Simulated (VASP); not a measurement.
Wanted: the native input for a VASP 6.6.1 run.

| Quantity | Value |
| --- | --- |
| Task | G0W0 quasiparticle levels |
| Functional | PBE |
| Potentials or basis | VASP PAW PBE potentials, release 64 (Mg_GW, O_GW) |
| Cutoff | 500 eV |
| k mesh | 6 × 6 × 4 |
| Occupations | gaussian, width 0.01 eV |
| Spin | no spin polarisation |
| Dipole correction | no |
| GW scheme | G0W0 |
| GW iterations | 1 |
| Cutoff of the response function | 140 |
| Frequency points | 96 |
| Empty bands | 141 |
| Further INCAR settings | ALGO = EVGW0; EDIFF = 1e-08; NBANDS = 149 |

Crystal: MgO.

```
Mg O
1.0
     2.92306    0.00000    0.00000
    -1.46153    2.53144    0.00000
     0.00000    0.00000    5.09210
Mg O
2 2
Direct
  0.00000 0.00000 0.00000
  0.00000 0.00000 0.50000
  0.33333 0.66667 0.25000
  0.66667 0.33333 0.75000
```

These files were run (other wordings do the same):

POSCAR

```
MgO
1.0
    2.9230552963      0.0000000000      0.0000000000
   -1.4615276482      2.5314401432      0.0000000000
    0.0000000000      0.0000000000      5.0921016484
Mg O
2 2
Direct
    0.0000000000      0.0000000000      0.0000000000
    0.0000000000      0.0000000000      0.5000000000
    0.3333333333      0.6666666667      0.2500000000
    0.6666666667      0.3333333333      0.7500000000
```

INCAR.step1

```
SYSTEM = MgO
PREC = Accurate
ENCUT = 500
EDIFF = 1E-8
ISMEAR = 0
SIGMA = 0.01
LREAL = .FALSE.
LASPH = .TRUE.
NELM = 80
ALGO = Normal
LWAVE = .TRUE.
LCHARG = .FALSE.
GGA = PE
```

INCAR.step2

```
SYSTEM = MgO
PREC = Accurate
ENCUT = 500
EDIFF = 1E-8
ISMEAR = 0
SIGMA = 0.01
LREAL = .FALSE.
LASPH = .TRUE.
NELM = 1
ALGO = Exact
LWAVE = .TRUE.
LCHARG = .FALSE.
GGA = PE
NBANDS = 149
LOPTICS = .TRUE.
ISTART = 1
```

INCAR.step3

```
SYSTEM = MgO
PREC = Accurate
ENCUT = 500
EDIFF = 1E-8
ISMEAR = 0
SIGMA = 0.01
LREAL = .FALSE.
LASPH = .TRUE.
ALGO = EVGW0
LWAVE = .FALSE.
LCHARG = .FALSE.
GGA = PE
NELMGW = 1
NBANDS = 149
ENCUTGW = 140.0
NOMEGA = 96
PRECFOCK = Fast
ISTART = 1
NBANDSGW = 16
OMEGAMAX = 20
```

KPOINTS

```
Automatic mesh
0
G
  6 6 4
  0 0 0
```

Potentials or basis: VASP PAW PBE potentials, release 64 (Mg_GW, O_GW).

Launch:

```bash
$ cat potpaw_PBE.64/Mg_GW/POTCAR potpaw_PBE.64/O_GW/POTCAR > POTCAR
$ cp INCAR.step1 INCAR
$ mpirun -np 1 vasp_std > vasp.out
$ cp INCAR.step2 INCAR
$ mpirun -np 1 vasp_std > vasp.out
$ cp INCAR.step3 INCAR
$ mpirun -np 1 vasp_std > vasp.out
```

Results of the run:

The quasiparticle gap is 6.92 eV. The least direct quasiparticle gap is 6.92 eV, the band gap of the starting levels on the mesh is 4.45 eV and the least direct gap of the starting levels on the mesh is 4.45 eV.

Caveat: the k points lie up to 0.41 Å⁻¹ apart; bands, screening cutoff and mesh are small and nothing is extrapolated, so the quasiparticle values aren't converged.

Wall time 12 min on 1 thread of Intel(R) Xeon(R) Platinum 8375C CPU @ 2.90GHz (Ice Lake), with other jobs on the host, peak memory 0.66 GiB.
